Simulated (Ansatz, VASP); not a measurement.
# Two plane-wave programs on CdF2

```xyz
3
Lattice="0.0000 2.7399 2.7399 2.7399 0.0000 2.7399 2.7399 2.7399 0.0000" Properties=species:S:1:pos:R:3 pbc="T T T"
Cd    0.0000    0.0000    0.0000
F     1.3700    1.3700    1.3700
F     4.1099    4.1099    4.1099
```

Alike in both runs: task relaxation of cell and atoms; functional PBE; k mesh 8 × 8 × 8; occupations gaussian, width 0.02 eV; no spin polarisation.

|  | VASP | Ansatz |
| --- | --- | --- |
| version | VASP 6.6.1 | Ansatz 0.2.0 |
| potentials or method | VASP PAW PBE potentials, release 64 (Cd, F), cutoff 600 eV | scalar-relativistic, plane waves, PAW |
| valence electrons in the cell | 26 | 34 |

|  | VASP | Ansatz | Ansatz less VASP |
| --- | --- | --- | --- |
| gap on the k mesh at the Fermi level, each at its own relaxed structure (eV) | 2.87 | 2.92 | +0.045 |
| relaxed volume (Å³/atom) | 13.79 | 13.72 | -0.067 |
| relaxed cell length with the largest relative difference (Å) | 3.882 | 3.876 | -0.0063 |

VASP's potentials hold 26 valence electrons a cell and Ansatz's 34, so a difference there can come from the potentials and not from the codes.
